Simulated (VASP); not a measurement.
# PbS (C2/m) in VASP: single point with PBE+D3(BJ)

Aim: the single point of PbS with PBE+D3(BJ).

Everything below comes from runs of VASP 6.6.1. Logs are shortened: lines on timing, memory, paths and dates and some standing lists are left out, and cuts for length are marked.

### Step 1. The cell of the first run

Symmetry: C2/m, No. 12, monoclinic system. The conventional cell has a = 5.948 Å, b = 5.902 Å, c = 6.261 Å, α = 90.00°, β = 102.72°, γ = 90.00°. Within 3.7 Å of Pb (site symmetry m) lie 6 S at 2.73 to 3.64 Å and 1 Pb at 3.67 Å. S (site symmetry m) has 6 Pb at 2.73 to 3.64 Å and 9 S at 3.81 to 4.19 Å within 4.2 Å.

### Step 2. Single point, PBE+D3(BJ)

Contents of INCAR:

```
  PREC = Accurate
  ENCUT = 520
  EDIFF = 1E-6
  ISMEAR = -1
  SIGMA = 0.02
  LREAL = False
  LASPH = True
  NELM = 60
  ALGO = Normal
  ISIF = 2
  LWAVE = False
  LCHARG = False
  GGA = PE
  IVDW = 12
  NBANDS = 28
```

Contents of KPOINTS:

```
regular mesh
0
Gamma
  6 6 2
```

Contents of POSCAR:

```
PbS
1.0
    2.9738106568     -2.9510345148     -0.0473348252
    2.9738106568      2.9510345148     -0.0473348252
   -1.2807808848      0.0000000000      6.1289686396
Pb S
2 2
Direct
    0.7917149663      0.7917149663      0.7357590270
    0.2082850337      0.2082850337      0.2642409730
    0.3095294225      0.3095294225      0.7118960945
    0.6904705775      0.6904705775      0.2881039055
```

Potentials or basis: VASP PAW PBE potentials, release 64 (Pb_d, S).

Launch:

```console
> cat potpaw_PBE.64/Pb_d/POTCAR potpaw_PBE.64/S/POTCAR > POTCAR
> mpirun -np 1 vasp_std > vasp.out
```

OUTCAR:

```text
PREC = Accurate
   ENCUT = 520
   EDIFF = 1E-6
   ISMEAR = -1
   LREAL = False
   LASPH = True
   NELM = 60
   ISIF = 2
   GGA = PE
   IVDW = 12
 IVDW          = 12

 ion  position               nearest neighbor table
   1  0.792  0.792  0.736-   4 2.73   3 2.84   3 2.96   3 2.96   3 3.12   2 3.67   2 4.03   2 4.13
                             2 4.13
   2  0.208  0.208  0.264-   3 2.73   4 2.84   4 2.96   4 2.96   4 3.12   1 3.67   1 4.03   1 4.13
                             1 4.13
   3  0.310  0.310  0.712-   2 2.73   1 2.84   1 2.96   1 2.96   1 3.12
   4  0.690  0.690  0.288-   1 2.73   2 2.84   2 2.96   2 2.96   2 3.12

  LATTYP: Found a base centered monoclinic cell.
 ALAT       =     5.9483747051
 B/A-ratio  =     0.9922154071
 C/A-ratio  =     1.0526173086
 COS(beta)  =    -0.2201058605

  Lattice vectors:

 A1 = (   2.9738106568,  -2.9510345148,  -0.0473348252)
 A2 = (   2.9738106568,   2.9510345148,  -0.0473348252)
 A3 = (  -1.2807808848,   0.0000000000,   6.1289686396)

Analysis of symmetry for initial positions (statically):
=====================================================================
 Subroutine PRICEL returns:
 Original cell was already a primitive cell.

 Routine SETGRP: Setting up the symmetry group for a
 base centered monoclinic supercell.

 Subroutine GETGRP returns: Found  4 space group operations
 (whereof  4 operations were pure point group operations)
 out of a pool of  4 trial point group operations.

The static configuration has the point symmetry C_2h.

Analysis of symmetry for dynamics (positions and initial velocities):
=====================================================================
 Subroutine PRICEL returns:
 Original cell was already a primitive cell.

 Routine SETGRP: Setting up the symmetry group for a
 base centered monoclinic supercell.

 Subroutine GETGRP returns: Found  4 space group operations
 (whereof  4 operations were pure point group operations)
 out of a pool of  4 trial point group operations.

The dynamic configuration has the point symmetry C_2h.

 Subroutine INISYM returns: Found  4 space group operations
 (whereof  4 operations are pure point group operations),
 and found     1 'primitive' translations

[... 92 lines left out ...]
   ISPIN  =      1    spin polarized calculation?
   LNONCOLLINEAR =      F non collinear calculations
   LSORBIT =      F    spin-orbit coupling
   LASPH  =      T    aspherical Exc in radial PAW
   ENCUT  =  520.0 eV  38.22 Ry    6.18 a.u.   7.79  7.79 11.64*2*pi/ulx,y,z
   NELM   =     60;   NELMIN=  2; NELMDL= -5     # of ELM steps
   EDIFF  = 0.1E-05   stopping-criterion for ELM
   LREAL  =      F    real-space projection
   EDIFFG = 0.1E-04   stopping-criterion for IOM
   NSW    =      0    number of steps for IOM
   IBRION =     -1    ionic relax: 0-MD 1-quasi-New 2-CG
   NFREE  =      0    steps in history (QN), initial steepest desc. (CG)
   ISIF   =      2    stress and relaxation
   ISYM   =      2    0-nonsym 1-usesym 2-fastsym
   POTIM  = 0.5000    time-step for ionic-motion
   TEBEG  =    0.0;   TEEND  =   0.0 temperature during run
   PSTRESS=    0.0 pullay stress
   NELECT =      40.0000    total number of electrons
   NUPDOWN=      -1.0000    fix difference up-down
   EMIN   =  10.00;   EMAX   =-10.00  energy-range for DOS
   EFERMI =   0.00;   METHOD = LEGACY
   ISMEAR =    -1;   SIGMA  =   0.02  broadening in eV -4-tet -1-fermi 0-gaus
   EFERMI_NEDOS =   21; number of points for ismear=-14 and -15
   IALGO  =     38    algorithm
   IMIX   =      4    mixing-type and parameters
     AMIX     =   0.40;   BMIX     =  1.00
     AMIX_MAG =   1.60;   BMIX_MAG =  1.00
  volume/ion in A,a.u.               =      26.80       180.88
  Fermi-wavevector in a.u.,A,eV,Ry     =   1.178534  2.227107 18.897712  1.388943
  Thomas-Fermi vector in A             =   2.314861
   LORBIT       =      0    0 simple, 1 ext, 2 COOP (PROOUT), +10 PAW based schemes
   GGA     = PE    functional components
   LHFCALC =     F    Hartree Fock is set to
   AEXX    =    0.0000 exact exchange contribution
   IVDW    =    12    specifies the selected vdW correction
   LEPSILON=     F    determine dielectric tensor
   LRPA    =     F    only Hartree local field effects (RPA)
 non-spin polarized calculation
  energy-cutoff  :      520.00
  volume of cell :      107.22
 maximum number of plane-waves:      2898
   NGX = 15   NGY = 15   NGZ = 23

 number of electron      40.0000005 magnetization

 Free energy of the ion-electron system (eV)
  ---------------------------------------------------
  ext. energy  EPLUGINS =         0.00000000
  ---------------------------------------------------
  free energy    TOTEN  =       -17.26977117 eV

  energy without entropy =      -17.26977117  energy(sigma->0) =      -17.26977117

 E-fermi :   5.3630     XC(G=0):  -9.5214

 val. band max:        4.8672682692   @ k =   0.5000   0.0000   0.5000
 cond. band min:       6.1973690046   @ k =   0.0000   0.0000   0.5000
 fundamental gap:      1.3301007354
 Fermi energy:         5.3629747507

 k-point     1 :       0.0000    0.0000    0.0000
  band No.  band energies     occupation
      1     -11.4729      2.00000
      2     -11.3800      2.00000
      3     -11.3611      2.00000
      4     -11.3488      2.00000
      5     -11.3206      2.00000
      6     -11.3163      2.00000
[... 733 lines left out ...]
     27      12.1286      0.00000
     28      12.9233      0.00000

 [... further k-points ...]

------------------------ aborting loop because EDIFF is reached ----------------------------------------

 Edisp (eV)   -1.35839

 E8    (eV) :    -0.6135

  FORCE on cell =-STRESS in cart. coord.  units (eV):
  Direction    XX          YY          ZZ          XY          YZ          ZX
  --------------------------------------------------------------------------------------
  -------------------------------------------------------------------------------------
  Total      -0.04293    -0.03574    -0.05241     0.00000     0.00000     0.00490
  in kB      -0.64156    -0.53403    -0.78313     0.00000     0.00000     0.07322
  external pressure =       -0.65 kB  Pullay stress =        0.00 kB

 VOLUME and BASIS-vectors are now :
 -----------------------------------------------------------------------------
  energy-cutoff  :      520.00
  volume of cell :      107.22
      direct lattice vectors                 reciprocal lattice vectors
     2.973810657 -2.951034515 -0.047334825     0.168695567 -0.169432108  0.035252596
     2.973810657  2.951034515 -0.047334825     0.168695567  0.169432108  0.035252596
    -1.280780885  0.000000000  6.128968640     0.002605716  0.000000000  0.163704109

 POSITION                                       TOTAL-FORCE (eV/Angst)
 -----------------------------------------------------------------------------------
      3.76647      0.00000      4.43449         0.000499      0.000000     -0.002431
      0.90037      0.00000      1.59981        -0.000499      0.000000      0.002431
      0.92918      0.00000      4.33389         0.000258      0.000000      0.004877
      3.73766      0.00000      1.70041        -0.000258      0.000000     -0.004877
 -----------------------------------------------------------------------------------
    total drift:                                0.000000      0.000000     -0.000000

  FREE ENERGIE OF THE ION-ELECTRON SYSTEM (eV)
  ---------------------------------------------------
  free  energy   TOTEN  =       -18.6281608107 eV

  energy  without entropy=      -18.6281608107  energy(sigma->0) =      -18.62816081
```

It took 62 s on 1 thread of Intel Xeon Platinum 8488C (Sapphire Rapids), shared host; peak memory 0.25 GiB.

What came out:

| Property | Result |
| --- | --- |
| Free energy | -18.6282 eV |
| Pressure | -0.1 GPa |
| Largest force | 0.005 eV/Å |
| Band gap on the k mesh | 1.33 eV (least direct gap 1.65 eV) |
| Dispersion energy per atom | -0.340 eV |

Forces in eV/Å, atoms in the order of the input:
```
Pb   0.000  0.000 -0.002
Pb   0.000  0.000  0.002
S    0.000  0.000  0.005
S    0.000  0.000 -0.005
```

Levels at points of the mesh, in eV from the valence-band top:
| k point | band 16 | band 17 | band 18 | band 19 | band 20 | band 21 | band 22 | band 23 | band 24 | band 25 |
| --- | --- | --- | --- | --- | --- | --- | --- | --- | --- | --- |
| (0.00, 0.00, 0.00) | -2.63 | -2.60 | -1.67 | -1.61 | -0.35 | 4.74 | 4.75 | 5.13 | 5.42 | 5.63 |
| (0.50, 0.00, 0.00) | -2.34 | -1.30 | -1.13 | -0.15 | 0.00 | 1.79 | 1.80 | 3.06 | 3.15 | 3.77 |
| (0.50, 0.50, 0.00) | -4.32 | -3.08 | -2.77 | -2.37 | -1.50 | 3.52 | 4.48 | 5.16 | 6.19 | 6.24 |
| (0.00, 0.00, 0.50) | -2.55 | -2.00 | -1.68 | -1.63 | -0.56 | 1.33 | 4.29 | 5.03 | 5.29 | 6.03 |
| (0.50, 0.00, 0.50) | -1.45 | -1.29 | -1.08 | -0.31 | 0.00 | 1.65 | 1.85 | 2.80 | 2.85 | 3.07 |
| (0.50, 0.50, 0.50) | -4.12 | -3.30 | -3.16 | -1.40 | -0.64 | 2.93 | 3.35 | 4.64 | 5.40 | 6.34 |

Caveat: the k points lie up to 0.51 Å⁻¹ apart; spin-orbit coupling is left out, which moves the levels of the heavy elements.
